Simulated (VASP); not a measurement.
# CdF2 (Fm-3m) in VASP: notebook

The runs below take CdF2 through electric field gradients, vibrations by perturbation theory, with PBEsol.

Everything below comes from runs of VASP 6.6.1. Logs are shortened: lines on timing, memory, paths and dates and some standing lists are left out, and cuts for length are marked.

## Step 1: The cell of the first run

It takes space group Fm-3m (No. 225, cubic). Conventional cell: a = 5.384 Å, b = 5.384 Å, c = 5.384 Å, α = 90.00°, β = 90.00°, γ = 90.00°. Cd (site symmetry m-3m) has 8 F at 2.33 Å within 3.1 Å. Within 3.1 Å of F (site symmetry -43m) lie 4 Cd at 2.33 Å and 6 F at 2.69 Å.

## Step 2: Electric field gradients, PBEsol

The input, INCAR:

```
PREC = Accurate
ENCUT = 520
EDIFF = 1E-8
ISMEAR = 0
SIGMA = 0.05
LREAL = False
LASPH = True
NELM = 60
ALGO = Normal
ISIF = 2
LWAVE = False
LCHARG = False
GGA = PS
LEFG = True
NBANDS = 20
```

The input, KPOINTS:

```
Automatic mesh
0
Gamma
  12 12 12
```

The input, POSCAR:

```
CdF2
1.0
    0.0000000000      2.6919147743      2.6919147743
    2.6919147743      0.0000000000      2.6919147743
    2.6919147743      2.6919147743      0.0000000000
Cd F
1 2
Direct
    0.0000000000      0.0000000000      0.0000000000
    0.2500000000      0.2500000000      0.2500000000
    0.7500000000      0.7500000000      0.7500000000
```

Potentials or basis: VASP PAW PBE potentials, release 64 (Cd, F).

Launch:

```console
$ cat potpaw_PBE.64/Cd/POTCAR potpaw_PBE.64/F/POTCAR > POTCAR
$ mpirun -np 1 vasp_std > vasp.out
```

OUTCAR:

```text
PREC = Accurate
   ENCUT = 520
   EDIFF = 1E-8
   ISMEAR = 0
   LREAL = False
   LASPH = True
   NELM = 60
   ISIF = 2
   GGA = PS

 ion  position               nearest neighbor table
   1  0.000  0.000  0.000-   2 2.33   3 2.33   3 2.33   3 2.33   3 2.33   2 2.33   2 2.33   2 2.33

   2  0.250  0.250  0.250-   1 2.33   1 2.33   1 2.33   1 2.33
   3  0.750  0.750  0.750-   1 2.33   1 2.33   1 2.33   1 2.33

  LATTYP: Found a face centered cubic cell.
 ALAT       =     5.3838295486

  Lattice vectors:

 A1 = (   0.0000000000,   2.6919147743,   2.6919147743)
 A2 = (   2.6919147743,   0.0000000000,   2.6919147743)
 A3 = (   2.6919147743,   2.6919147743,   0.0000000000)

Analysis of symmetry for initial positions (statically):
=====================================================================
 Subroutine PRICEL returns:
 Original cell was already a primitive cell.

 Routine SETGRP: Setting up the symmetry group for a
 face centered cubic supercell.

 Subroutine GETGRP returns: Found 48 space group operations
 (whereof 48 operations were pure point group operations)
 out of a pool of 48 trial point group operations.

The static configuration has the point symmetry O_h .

Analysis of symmetry for dynamics (positions and initial velocities):
=====================================================================
 Subroutine PRICEL returns:
 Original cell was already a primitive cell.

 Routine SETGRP: Setting up the symmetry group for a
 face centered cubic supercell.

 Subroutine GETGRP returns: Found 48 space group operations
 (whereof 48 operations were pure point group operations)
 out of a pool of 48 trial point group operations.

The dynamic configuration has the point symmetry O_h .

 Subroutine INISYM returns: Found 48 space group operations
 (whereof 48 operations are pure point group operations),
 and found     1 'primitive' translations

----------------------------------------------------------------------------------------

                                     Primitive cell

  volume of cell :      39.0134

  direct lattice vectors                    reciprocal lattice vectors
     0.000000000  2.691914774  2.691914774    -0.185741393  0.185741393  0.185741393
     2.691914774  0.000000000  2.691914774     0.185741393 -0.185741393  0.185741393
     2.691914774  2.691914774  0.000000000     0.185741393  0.185741393 -0.185741393

  length of vectors
     3.806942383  3.806942383  3.806942383     0.321713530  0.321713530  0.321713530

  position of ions in fractional coordinates (direct lattice)
     0.000000000  0.000000000  0.000000000
     0.250000000  0.250000000  0.250000000
     0.750000000  0.750000000  0.750000000

  ion indices of the primitive-cell ions
   primitive index   ion index
                 1           1
                 2           2
                 3           3

----------------------------------------------------------------------------------------

 KPOINTS: Automatic mesh

Automatic generation of k-mesh.
 Grid dimensions read from file:
 generate k-points for:   12   12   12

 Generating k-lattice:

  Cartesian coordinates                     Fractional coordinates (reciprocal lattice)
    -0.015478449  0.015478449  0.015478449     0.083333333  0.000000000  0.000000000
     0.015478449 -0.015478449  0.015478449     0.000000000  0.083333333  0.000000000
     0.015478449  0.015478449 -0.015478449     0.000000000  0.000000000  0.083333333

  Length of vectors
     0.026809461  0.026809461  0.026809461

  Shift w.r.t. Gamma in fractional coordinates (k-lattice)
     0.000000000  0.000000000  0.000000000

 Subroutine IBZKPT returns following result:
 ===========================================

 Found     72 irreducible k-points:

 Following reciprocal coordinates:
            Coordinates               Weight
  0.000000  0.000000  0.000000      1.000000
  0.083333  0.000000  0.000000      8.000000
  0.166667  0.000000  0.000000      8.000000
  0.250000  0.000000  0.000000      8.000000
  0.333333  0.000000  0.000000      8.000000
  0.416667  0.000000  0.000000      8.000000
[... 16 lines left out ...]
  0.500000  0.166667  0.000000     24.000000
 -0.416667  0.166667  0.000000     24.000000
 [... further k-points ...]
   k-points           NKPTS =     72   k-points in BZ     NKDIM =     72   number of bands    NBANDS=     20
   number of dos      NEDOS =    301   number of ions     NIONS =      3
   total plane-waves  NPLWV =  21952
   dimension x,y,z NGX =    28 NGY =   28 NGZ =   28
   dimension x,y,z NGXF=    56 NGYF=   56 NGZF=   56
   ions per type =               1   2
   NGX,Y,Z   is equivalent  to a cutoff of  12.23, 12.23, 12.23 a.u.
   NGXF,Y,Z  is equivalent  to a cutoff of  24.45, 24.45, 24.45 a.u.
 SYSTEM =  unknown system
   PREC   = accura    normal or accurate (medium, high low for compatibility)
   ISTART =      0    job   : 0-new  1-cont  2-samecut
   ICHARG =      2    charge: 1-file 2-atom 10-const
   ISPIN  =      1    spin polarized calculation?
   LNONCOLLINEAR =      F non collinear calculations
   LSORBIT =      F    spin-orbit coupling
   LASPH  =      T    aspherical Exc in radial PAW
   ENCUT  =  520.0 eV  38.22 Ry    6.18 a.u.   7.08  7.08  7.08*2*pi/ulx,y,z
   NELM   =     60;   NELMIN=  2; NELMDL= -5     # of ELM steps
   EDIFF  = 0.1E-07   stopping-criterion for ELM
   LREAL  =      F    real-space projection
   EDIFFG = 0.1E-06   stopping-criterion for IOM
   NSW    =      0    number of steps for IOM
   IBRION =     -1    ionic relax: 0-MD 1-quasi-New 2-CG
   NFREE  =      0    steps in history (QN), initial steepest desc. (CG)
   ISIF   =      2    stress and relaxation
   ISYM   =      2    0-nonsym 1-usesym 2-fastsym
   POTIM  = 0.5000    time-step for ionic-motion
   TEBEG  =    0.0;   TEEND  =   0.0 temperature during run
   PSTRESS=    0.0 pullay stress
   NELECT =      26.0000    total number of electrons
   NUPDOWN=      -1.0000    fix difference up-down
   EMIN   =  10.00;   EMAX   =-10.00  energy-range for DOS
   EFERMI =   0.00;   METHOD = LEGACY
   ISMEAR =     0;   SIGMA  =   0.05  broadening in eV -4-tet -1-fermi 0-gaus
   EFERMI_NEDOS =   21; number of points for ismear=-14 and -15
   IALGO  =     38    algorithm
   IMIX   =      4    mixing-type and parameters
     AMIX     =   0.40;   BMIX     =  1.00
     AMIX_MAG =   1.60;   BMIX_MAG =  1.00
  volume/ion in A,a.u.               =      13.00        87.76
  Fermi-wavevector in a.u.,A,eV,Ry     =   1.429973  2.702258 27.821521  2.044824
  Thomas-Fermi vector in A             =   2.549869
   LORBIT       =      0    0 simple, 1 ext, 2 COOP (PROOUT), +10 PAW based schemes
   GGA     = PS    functional components
   LHFCALC =     F    Hartree Fock is set to
   AEXX    =    0.0000 exact exchange contribution
   IVDW    =     0    specifies the selected vdW correction
   LEPSILON=     F    determine dielectric tensor
   LRPA    =     F    only Hartree local field effects (RPA)
 non-spin polarized calculation
 Gauss-broadening in eV      SIGMA  =   0.05
  energy-cutoff  :      520.00
  volume of cell :       39.01
 maximum number of plane-waves:      1067
   NGX = 15   NGY = 15   NGZ = 15

 number of electron      25.9999991 magnetization

 Free energy of the ion-electron system (eV)
  ---------------------------------------------------
  ext. energy  EPLUGINS =         0.00000000
  ---------------------------------------------------
  free energy    TOTEN  =       -11.59244380 eV

  energy without entropy =      -11.59244380  energy(sigma->0) =      -11.59244380

 E-fermi :  -1.2159     XC(G=0): -10.7211

 val. band max:       -1.4258284137   @ k =  -0.2500   0.5000   0.2500
 cond. band min:       1.4851539566   @ k =   0.0000   0.0000   0.0000
 fundamental gap:      2.9109823703
 Fermi energy:        -1.2159150462

 k-point     1 :       0.0000    0.0000    0.0000
  band No.  band energies     occupation
      1     -22.1560      2.00000
      2     -21.0136      2.00000
      3      -7.0616      2.00000
      4      -7.0616      2.00000
      5      -7.0616      2.00000
      6      -5.7994      2.00000
[... 12 lines left out ...]
     19      18.2623      0.00000
[... 513 lines left out ...]
      4      -6.5632      2.00000
      5      -5.8163      2.00000
      6      -5.7905      2.00000
[... 12 lines left out ...]
     19      16.9335      0.00000
     20      19.7649      0.00000

 [... further k-points ...]

------------------------ aborting loop because EDIFF is reached ----------------------------------------

  FORCE on cell =-STRESS in cart. coord.  units (eV):
  Direction    XX          YY          ZZ          XY          YZ          ZX
  --------------------------------------------------------------------------------------
  -------------------------------------------------------------------------------------
  Total        0.1859072      0.1859072      0.1859072      0.0000000     -0.0000000      0.0000000
  in kB        7.6347160      7.6347160      7.6347160      0.0000000     -0.0000000      0.0000000
  external PRESSURE =       7.6347160 kB  Pullay stress =       0.0000000 kB

 VOLUME and BASIS-vectors are now :
 -----------------------------------------------------------------------------
  energy-cutoff  :      520.00
  volume of cell :       39.01
      direct lattice vectors                 reciprocal lattice vectors
     0.000000000  2.691914774  2.691914774    -0.185741393  0.185741393  0.185741393
     2.691914774  0.000000000  2.691914774     0.185741393 -0.185741393  0.185741393
     2.691914774  2.691914774  0.000000000     0.185741393  0.185741393 -0.185741393

 POSITION                                       TOTAL-FORCE (eV/Angst)
 -----------------------------------------------------------------------------------
      0.00000      0.00000      0.00000        -0.000000     -0.000000     -0.000000
      1.34596      1.34596      1.34596         0.000000      0.000000     -0.000000
      4.03787      4.03787      4.03787        -0.000000      0.000000      0.000000
 -----------------------------------------------------------------------------------
    total drift:                                0.000000      0.000000      0.000000

  FREE ENERGIE OF THE ION-ELECTRON SYSTEM (eV)
  ---------------------------------------------------
  free  energy   TOTEN  =       -11.5924438031 eV

  energy  without entropy=      -11.5924438031  energy(sigma->0) =      -11.59244380

 Electric field gradients (V/A^2)
---------------------------------------------------------------------
 ion       V_xx      V_yy      V_zz      V_xy      V_xz      V_yz
---------------------------------------------------------------------
   1       0.000     0.000     0.000    -0.002    -0.002    -0.002
   2      -0.000    -0.000    -0.000     0.008     0.008     0.008
   3      -0.000    -0.000    -0.000     0.008     0.008     0.008
---------------------------------------------------------------------

 Electric field gradients after diagonalization (V/A^2)
 (convention: |V_zz| > |V_xx| > |V_yy|)
----------------------------------------------------------------------
 ion       V_xx      V_yy      V_zz     asymmetry (V_yy - V_xx)/ V_zz
----------------------------------------------------------------------
   1       0.002     0.002    -0.004       0.000
   2      -0.008    -0.008     0.016       0.000
   3      -0.008    -0.008     0.016       0.000
----------------------------------------------------------------------

           NMR quadrupolar parameters

 Cq : quadrupolar parameter    Cq=e*Q*V_zz/h
 eta: asymmetry parameters     (V_yy - V_xx)/ V_zz
 Q  : nuclear electric quadrupole moment in mb (millibarn)
----------------------------------------------------------------------
 ion       Cq(MHz)       eta       Q (mb)
----------------------------------------------------------------------
   1      -0.000       0.000       1.000
   2       0.000       0.000       1.000
   3       0.000       0.000       1.000
----------------------------------------------------------------------
```

Run time: 39 s. Hardware: 1 thread of AMD EPYC 9R45 (Zen 5), shared host; peak memory 0.16 GiB.

What came out:

```
Free energy                             : -11.5924 eV
Pressure                                : 0.8 GPa
Band gap on the k mesh                  : 2.91 eV (least direct gap 3.40 eV)
Largest electric field gradient by atom : zero within the noise of the run
```

Levels at points of the mesh, in eV from the valence-band top:
| k point | band 9 | band 10 | band 11 | band 12 | band 13 | band 14 | band 15 | band 16 | band 17 | band 18 |
| --- | --- | --- | --- | --- | --- | --- | --- | --- | --- | --- |
| (0.00, 0.00, 0.00) | -1.00 | -1.00 | -0.49 | -0.49 | -0.49 | 2.91 | 12.51 | 12.51 | 12.51 | 17.41 |
| (0.50, 0.00, 0.00) | -2.34 | -1.89 | -1.89 | -0.39 | -0.39 | 7.07 | 8.98 | 14.33 | 14.33 | 18.00 |
| (0.50, 0.50, 0.00) | -3.03 | -3.03 | -0.51 | -0.09 | -0.09 | 7.90 | 9.48 | 11.69 | 14.13 | 14.13 |

Caveat: the PAW data sets were made with another functional, which shifts forces and pressure a little. A hybrid or GW would open this gap; PBEsol tends to underestimate it.

(Part 1 of 2 ends here.)
